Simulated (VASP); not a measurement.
# Te (P3_121) in VASP: further runs, part 2 of 2

VASP 6.6.1.

### 4 Single point, RPBE

This run uses another cell than the first one, of 70.82 Å³/atom.

Contents of INCAR:

```
SYSTEM = Te
PREC = Accurate
ENCUT = 520
EDIFF = 1E-7
ISMEAR = -1
SIGMA = 0.05
LREAL = .FALSE.
LASPH = .TRUE.
NELM = 60
ALGO = Normal
ISIF = 2
LWAVE = .FALSE.
LCHARG = .FALSE.
GGA = RP
NBANDS = 16
```

Contents of KPOINTS:

```
Automatic mesh
0
G
  7 7 5
  0 0 0
```

Contents of POSCAR:

```
Te
1.0
    6.5230850065      0.0000000000      0.0000000000
   -3.2615425033      5.6491573267      0.0000000000
    0.0000000000      0.0000000000      5.7659517879
Te
3
Direct
    0.8238639767      0.8238639767      0.0000000000
    0.0000000000      0.1761360233      0.6666666667
    0.1761360233      0.0000000000      0.3333333333
```

Potentials or basis: VASP PAW PBE potentials, release 64 (Te).

On the command line:

```
> cat potpaw_PBE.64/Te/POTCAR > POTCAR
> mpirun -np 1 vasp_std > vasp.out
```

OUTCAR:

```text
SYSTEM = Te
   PREC = Accurate
   ENCUT = 520
   EDIFF = 1E-7
   ISMEAR = -1
   LREAL = .FALSE.
   LASPH = .TRUE.
   NELM = 60
   ISIF = 2
   GGA = RP

 ion  position               nearest neighbor table
   1  0.824  0.824  0.000-   3 2.77   2 2.77
   2  0.000  0.176  0.667-   1 2.77   3 2.77
   3  0.176  0.000  0.333-   1 2.77   2 2.77

  LATTYP: Found a hexagonal cell.
 ALAT       =     6.5230850065
 C/A-ratio  =     0.8839301929

  Lattice vectors:

 A1 = (   6.5230850065,   0.0000000000,   0.0000000000)
 A2 = (  -3.2615425033,   5.6491573267,   0.0000000000)
 A3 = (   0.0000000000,   0.0000000000,   5.7659517879)

Analysis of symmetry for initial positions (statically):
=====================================================================
 Subroutine PRICEL returns:
 Original cell was already a primitive cell.

 Routine SETGRP: Setting up the symmetry group for a
 hexagonal supercell.

 Subroutine GETGRP returns: Found  6 space group operations
 (whereof  2 operations were pure point group operations)
 out of a pool of 24 trial point group operations.

[... 167 lines left out ...]

 val. band max:       -0.3068906582   @ k =   0.4286   0.1429   0.4000
 cond. band min:       1.3217399010   @ k =   0.2857   0.2857   0.4000
 fundamental gap:      1.6286305593
 Fermi energy:         0.5134172979

 k-point     1 :       0.0000    0.0000    0.0000
  band No.  band energies     occupation
      1     -12.3880      2.00000
      2      -9.6122      2.00000
      3      -9.6122      2.00000
      4      -3.2410      2.00000
      5      -3.2410      2.00000
      6      -2.3047      2.00000
[... 433 lines left out ...]
      3      -8.4366      2.00000
      4      -3.8785      2.00000
      5      -3.1181      2.00000
      6      -2.7629      2.00000
[... 8 lines left out ...]
     15       5.7880      0.00000
     16       6.5803      0.00000

 [... further k-points ...]

------------------------ aborting loop because EDIFF is reached ----------------------------------------

  FORCE on cell =-STRESS in cart. coord.  units (eV):
  Direction    XX          YY          ZZ          XY          YZ          ZX
  --------------------------------------------------------------------------------------
  -------------------------------------------------------------------------------------
  Total        0.0341756      0.0341756     -0.0069562     -0.0000000      0.0000000     -0.0000000
  in kB        0.2577026      0.2577026     -0.0524534     -0.0000000      0.0000000     -0.0000000
  external PRESSURE =       0.1543172 kB  Pullay stress =       0.0000000 kB

 VOLUME and BASIS-vectors are now :
 -----------------------------------------------------------------------------
  energy-cutoff  :      520.00
  volume of cell :      212.47
      direct lattice vectors                 reciprocal lattice vectors
     6.523085006  0.000000000  0.000000000     0.153301697  0.088508776  0.000000000
    -3.261542503  5.649157327  0.000000000     0.000000000  0.177017552  0.000000000
     0.000000000  0.000000000  5.765951788     0.000000000  0.000000000  0.173431905

 POSITION                                       TOTAL-FORCE (eV/Angst)
 -----------------------------------------------------------------------------------
      2.68707      4.65414      0.00000        -0.007966     -0.013798     -0.000000
     -0.57448      0.99502      3.84397        -0.007966      0.013798      0.000000
      1.14895      0.00000      1.92198         0.015933     -0.000000     -0.000000
 -----------------------------------------------------------------------------------
    total drift:                                0.000000     -0.000000      0.000000

  FREE ENERGIE OF THE ION-ELECTRON SYSTEM (eV)
  ---------------------------------------------------
  free  energy   TOTEN  =        -8.4874047629 eV

  energy  without entropy=       -8.4874046871  energy(sigma->0) =       -8.48740472
```

stdout:

```text
POSCAR found type information on POSCAR Te
 POSCAR found :  1 types and       3 ions
 scaLAPACK will be used
 -----------------------------------------------------------------------------
|                                                                             |
|                                                                             |
|     You enforced a specific xc type in the INCAR file but a different       |
|     I HOPE YOU KNOW WHAT YOU ARE DOING!                                     |
|                                                                             |
 -----------------------------------------------------------------------------

 LDA part: xc-table for (Slater+PW92), standard interpolation
 POSCAR, INCAR and KPOINTS ok, starting setup
 FFT: planning ... GRIDC
 FFT: planning ... GRID_SOFT
 FFT: planning ... GRID
 WAVECAR not read
 entering main loop
```

Wall time 2.2 min (1 thread of Oxide Virtual Turin-like, shared host); peak memory 0.32 GiB.

What came out:

| Property | Result |
| --- | --- |
| Free energy | -8.4874 eV |
| Pressure | 0.0 GPa |
| Largest force | 0.016 eV/Å |
| Band gap on the k mesh | 1.63 eV (least direct gap 1.64 eV) |

Forces on the atoms (eV/Å):
```
Te  -0.008 -0.014  0.000
Te  -0.008  0.014  0.000
Te   0.016  0.000  0.000
```

Caveat: the PAW data sets were made with another functional, which shifts forces and pressure a little; spin-orbit coupling is left out, which moves the levels of the heavy elements; this functional lacks dispersion, which binds layers or chains, so the pressure and a relaxed spacing across them are unreliable. A k mesh can miss the band edges.

### 5 Relaxation of cell and atoms, RPBE

Contents of INCAR:

```
SYSTEM = Te
PREC = Accurate
ENCUT = 600
EDIFF = 1E-6
ISMEAR = -1
SIGMA = 0.05
LREAL = .FALSE.
LASPH = .TRUE.
NELM = 60
ALGO = Normal
ISIF = 3
LWAVE = .FALSE.
LCHARG = .FALSE.
GGA = RP
IBRION = 2
NSW = 60
EDIFFG = -0.01
```

Contents of KPOINTS:

```
regular mesh
0
G
  7 7 5
  0 0 0
```

Contents of POSCAR:

```
Te
1.0
    4.4540000000      0.0000000000      0.0000000000
   -2.2270000000      3.8572771485      0.0000000000
    0.0000000000      0.0000000000      5.9240000000
Te
3
Direct
    0.7310000000      0.7310000000      0.0000000000
    0.0000000000      0.2690000000      0.6666666667
    0.2690000000      0.0000000000      0.3333333333
```

Potentials or basis: VASP PAW PBE potentials, release 64 (Te).

On the command line:

```
> cat potpaw_PBE.64/Te/POTCAR > POTCAR
> mpirun -np 1 vasp_std > vasp.out
```

OUTCAR:

```text
SYSTEM = Te
   PREC = Accurate
   ENCUT = 600
   EDIFF = 1E-6
   ISMEAR = -1
   LREAL = .FALSE.
   LASPH = .TRUE.
   NELM = 60
   ISIF = 3
   GGA = RP
   IBRION = 2
   NSW = 60
   EDIFFG = -0.01

 ion  position               nearest neighbor table
   1  0.731  0.731  0.000-   3 2.86   2 2.86   3 3.47   2 3.47   2 3.47   3 3.47
   2  0.000  0.269  0.667-   1 2.86   3 2.86   1 3.47   1 3.47   3 3.47   3 3.47
   3  0.269  0.000  0.333-   1 2.86   2 2.86   1 3.47   1 3.47   2 3.47   2 3.47

  LATTYP: Found a hexagonal cell.
 ALAT       =     4.4540000000
 C/A-ratio  =     1.3300404131

  Lattice vectors:

 A1 = (   4.4540000000,   0.0000000000,   0.0000000000)
 A2 = (  -2.2270000000,   3.8572771485,   0.0000000000)
 A3 = (   0.0000000000,   0.0000000000,   5.9240000000)

Analysis of symmetry for initial positions (statically):
=====================================================================
 Subroutine PRICEL returns:
 Original cell was already a primitive cell.
[... 1060 lines left out ...]
      8      -1.1759      2.00000
      9      -0.9366      2.00000
     10       0.8350      0.00000
     11       1.4500      0.00000
     12       1.5578      0.00000
     13       4.8171      0.00000

 [... further k-points ...]

[... ionic steps 4 to 55 ...]

--------------------------------------- Ionic step       56  -------------------------------------------

 number of electron      18.0000001 magnetization

------------------------ aborting loop because EDIFF is reached ----------------------------------------
[... 69 lines left out ...]
--------------------------------------- Ionic step       58  -------------------------------------------

 number of electron      18.0000001 magnetization

 Free energy of the ion-electron system (eV)
  ---------------------------------------------------
  ext. energy  EPLUGINS =         0.00000000
  ---------------------------------------------------
  free energy    TOTEN  =        -8.48251859 eV

  energy without entropy =       -8.48251852  energy(sigma->0) =       -8.48251855

 E-fermi :   0.4172     XC(G=0):  -5.4840

 val. band max:       -0.4151457306   @ k =   0.4286   0.1429   0.4000
 cond. band min:       1.2346852337   @ k =   0.2857   0.2857   0.4000
 fundamental gap:      1.6498309643
 Fermi energy:         0.4171611739
[... 414 lines left out ...]
  FREE ENERGIE OF THE ION-ELECTRON SYSTEM (eV)
  ---------------------------------------------------
  free  energy   TOTEN  =        -8.4825185857 eV

  energy  without entropy=       -8.4825185196  energy(sigma->0) =       -8.48251855

 reached required accuracy - stopping structural energy minimisation
```

Wall time 39 min (1 thread of Oxide Virtual Turin-like, shared host); peak memory 0.23 GiB.

What came out:

* Free energy: -8.4825 eV
* Relaxed volume: 72.25 Å³/atom
* Relaxed cell: a = 6.595 Å, b = 6.595 Å, c = 5.755 Å, α = 90.00°, β = 90.00°, γ = 120.00°
* Space group after relaxing (to 0.1 Å): P3_121 (No. 152)
* Energy gained by relaxing: 49.7 meV/atom
* Ionic steps: 58
* Pressure after relaxing: 0.0 GPa
* Band gap on the k mesh: 1.65 eV (least direct gap 1.66 eV)

Step by step:
```
step  energy change (eV)  largest force (eV/Å)  pressure (GPa)  volume (Å³)
   1              0.0000                0.1524            2.75       101.78
   3             -0.0471                0.1482            0.09       107.41
   5             -0.0659                0.1211            0.11       109.84
   7             -0.0636                0.2388            1.53       120.38
   9             -0.0868                0.0351            0.34       117.16
  11             -0.0894                0.1264           -0.15       120.18
  13             -0.0952                0.0622           -0.04       122.72
  15             -0.0977                0.0295            0.14       125.61
  17             -0.0982                0.0098           -0.05       127.59
  19             -0.1015                0.0030           -0.01       133.12
  21             -0.1029                0.4467            1.14       159.03
  23             -0.1073                0.3267            0.89       153.97
  25             -0.1075                0.3293            0.89       154.31
  27             -0.1081                0.3411            0.92       155.86
  29             -0.1091                0.4085            1.03       162.10
  31             -0.1078                0.4482            1.09       164.22
  33             -0.1137                0.4283            1.01       168.93
  35             -0.1276                0.4300            0.83       190.94
  37             -0.1314                0.4030            0.55       229.85
  39             -0.1426                0.0769            0.04       242.27
  41             -0.1428                0.0658            0.03       242.18
  43             -0.1444                0.0575            0.03       237.72
  45             -0.1483                0.0466            0.08       220.33
  47             -0.1487                0.0147           -0.02       220.15
  49             -0.1490                0.0122           -0.03       219.19
  51             -0.1488                0.0727            0.09       216.49
  53             -0.1492                0.0151            0.00       217.34
  55             -0.1492                0.0099            0.02       216.13
  57             -0.1492                0.0139           -0.03       216.73
  58             -0.1492                0.0002            0.00       216.74
```

Final structure:
```yaml
crystal:
  lattice:
    - [6.59455, 0.00000, 0.00000]
    - [-3.29728, 5.71105, 0.00000]
    - [0.00000, 0.00000, 5.75477]
  atoms:
    - { symbol: Te, position: [0.82540, 0.82540, 0.00000] }
    - { symbol: Te, position: [0.00000, 0.17460, 0.66667] }
    - { symbol: Te, position: [0.17460, 0.00000, 0.33333] }
```

Caveat: the volume moved by over 15 % at a fixed basis, so the end points are rough; the PAW data sets were made with another functional, which shifts forces and pressure a little; spin-orbit coupling is left out, which moves the levels of the heavy elements; this functional lacks dispersion, which binds layers or chains, so the pressure and a relaxed spacing across them are unreliable. A k mesh can miss the band edges.

### 6 Overview

| task | level | cell | k mesh | cutoff (eV) | grid for exact exchange (PRECFOCK) | share of exact exchange | gap on the mesh (eV) | pressure (GPa) | largest force (eV/Å) |
| --- | --- | --- | --- | --- | --- | --- | --- | --- | --- |
| single point | HF | a = 4.454, b = 4.454, c = 5.924 Å, angles 90.0, 90.0, 120.0°, 3 atoms, atomic positions A | 4 × 4 × 3 | 520 | Normal | 1 | 6.42 | -1.9 | 2.08 |
| single point | RPBE | a = 4.454, b = 4.454, c = 5.924 Å, angles 90.0, 90.0, 120.0°, 3 atoms, atomic positions A | 7 × 7 × 5 | 520 | - | - | 0.66 | 2.7 | 0.15 |
| single point | RPBE | a = 6.523, b = 6.523, c = 5.766 Å, angles 90.0, 90.0, 120.0°, 3 atoms, atomic positions B | 7 × 7 × 5 | 520 | - | - | 1.63 | 0.0 | 0.02 |
| relaxation of cell and atoms | RPBE | relaxed from a = 4.454, b = 4.454, c = 5.924 Å, angles 90.0, 90.0, 120.0°, 3 atoms, atomic positions A | 7 × 7 × 5 | 600 | - | - | 1.65 | 0.0 | - |

Alike in all rows: potentials or basis VASP PAW PBE potentials, release 64 (Te); no spin polarisation; smearing fermi-dirac 0.05 eV.

Caveats: the PAW data sets were made with another functional, which shifts forces and pressure a little; spin-orbit coupling is left out, which moves the levels of the heavy elements; this functional lacks dispersion, which binds layers or chains, so the pressure and a relaxed spacing across them are unreliable (at least some runs); the stress differs along the axes, from -6 to 0 GPa (at least some runs); the volume moved by over 15 % at a fixed basis, so the end points are rough (at least some runs).

Absolute energies hang on the potentials; compare differences alone.
